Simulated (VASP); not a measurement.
A run of VASP 6.6.1 is set up as follows.

Contents of INCAR:

```
SYSTEM = Al3GaN4
PREC = Accurate ; ENCUT = 520
EDIFF = 1E-6 ; ISMEAR = 0
SIGMA = 0.05 ; LREAL = .False.
LASPH = .True. ; NELM = 80
ALGO = Normal ; ISIF = 2
LWAVE = .False. ; LCHARG = .False.
GGA = PS ; NBANDS = 31
```

The input KPOINTS:

```
Automatic mesh
0
Gamma
  6 6 6
  0 0 0
```

The input POSCAR:

```
Al3GaN4
1.0
    4.4069948390      0.0000000000      0.1377185887
    0.0000000000      4.4069948390      0.0000000000
    0.1377185887      0.0000000000      4.4069948390
Al Ga N
3 1 4
Direct
    0.5000000000      0.5000000000      0.0000000000
    0.5000000000      0.0000000000      0.5000000000
    0.0000000000      0.5000000000      0.5000000000
    0.0000000000      0.0000000000      0.0000000000
    0.7447077168      0.7447077168      0.2552922832
    0.7447077168      0.2552922832      0.7447077168
    0.2552922832      0.7447077168      0.7447077168
    0.2552922832      0.2552922832      0.2552922832
```

Potentials or basis: VASP PAW PBE potentials, release 64 (Al, Ga_d, N).

The run is started by

```sh
$ cat potpaw_PBE.64/Al/POTCAR potpaw_PBE.64/Ga_d/POTCAR potpaw_PBE.64/N/POTCAR > POTCAR
$ mpirun -np 1 vasp_std > vasp.out
```

(1) Predict the pressure.

(2) Predict the largest force.

(3) Estimate the band gap on the k mesh.

Answers

(1) 0.9 GPa.

(2) 0.610 eV/Å.

(3) 3.04 eV, direct.

Caveat: the cell differs from its parent crystal (strain +0.0625 x Voigt [0, 0, 0, 0, 1, 0]); the PAW data sets were made with another functional, which shifts forces and pressure a little.
